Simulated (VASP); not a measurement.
A run of VASP 6.6.1:

The input INCAR:

```
PREC     = Accurate       # precision mode
ENCUT    = 520            # plane-wave cutoff, eV
EDIFF    = 1E-6           # SCF threshold, eV
ISMEAR   = -1             # smearing method
SIGMA    = 0.05           # smearing width, eV
LREAL    = F              # projectors in reciprocal space
LASPH    = T              # aspherical terms in the spheres
NELM     = 60             # most SCF steps
ALGO     = Normal         # electronic algorithm
ISIF     = 2              # what is computed and relaxed
LWAVE    = F              # write WAVECAR
LCHARG   = F              # write CHGCAR
GGA      = PE             # functional
IVDW     = 12             # dispersion correction
NBANDS   = 21             # bands
```

The input KPOINTS:

```
Automatic mesh
0
Gamma
  11 11 6
```

Contents of POSCAR:

```
Ru
1.0
    2.6969063358      0.0000000000      0.0000000000
   -1.3484531679      2.3355893985      0.0000000000
    0.0000000000      0.0000000000      4.2685305056
Ru
2
Direct
    0.6666666667      0.3333333333      0.7500000000
    0.3333333333      0.6666666667      0.2500000000
```

Potentials or basis: VASP PAW PBE potentials, release 64 (Ru_pv).

Run with:

```bash
$ cat potpaw_PBE.64/Ru_pv/POTCAR > POTCAR
$ mpirun -np 1 vasp_std > vasp.out
```

Hardware: 1 thread of Intel Xeon 8259CL, on a shared host.

Task: Estimate the wall time of this run.

Result: Run time: 37 s on 1 thread of Intel Xeon 8259CL, with other jobs on the host, peak memory 0.16 GiB. Counts: scf iterations 12, k points 64.
